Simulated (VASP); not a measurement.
Set up this calculation in VASP 6.6.1, as the native input.

```
Task                   : single point
Functional             : PBE exchange alone
Potentials or basis    : VASP PAW PBE potentials, release 64 (Te)
Cutoff                 : 500 eV
k mesh                 : 9 × 9 × 9
Occupations            : tetrahedron
Spin                   : non-collinear spin, zero start, spin-orbit coupling
Starting moments       : [[0.0, 0.0, 0.0]] μB
Dipole correction      : no
Further INCAR settings : ALGO = Normal; EDIFF = 1e-06; NBANDS = 17
```

The structure of Te lies in POSCAR:

```
Te
1.0
    2.3059043450      1.3313144943      1.6909537033
   -2.3059043450      1.3313144943      1.6909537033
    0.0000000000     -2.6626289886      1.6909537033
Te
1
Direct
    0.5000000000      0.5000000000      0.5000000000
```

The input as run:

INCAR

```
PREC = Accurate
ENCUT = 500
EDIFF = 1E-6
ISMEAR = -5
SIGMA = 0.05
LREAL = F
LASPH = T
NELM = 200
ALGO = Normal
ISIF = 2
LWAVE = F
LCHARG = T
MAGMOM = 0 0 0
LORBIT = 11
LSORBIT = T
GGA_COMPAT = F
LORBMOM = T
GGA = PE
ALDAC = 0.0
AGGAC = 0.0
LVHAR = T
NBANDS = 17
```

KPOINTS

```
Automatic mesh
0
Gamma
  9 9 9
```

Potentials or basis: VASP PAW PBE potentials, release 64 (Te).

Command:

```sh
$ cat potpaw_PBE.64/Te/POTCAR > POTCAR
$ mpirun -np 1 vasp_ncl > vasp.out
```

It gave:

```
Pressure                                              : 13.0 GPa
Net moment                                            : 0.00 μB per cell
Valence electrons inside the program's atomic spheres : Te 3.32
```

Caveat: the cell stands under pressure.

It took 36 s on 1 thread of Intel(R) Xeon(R) 6975P-C (Granite Rapids), with other jobs on the host, peak memory 0.22 GiB.
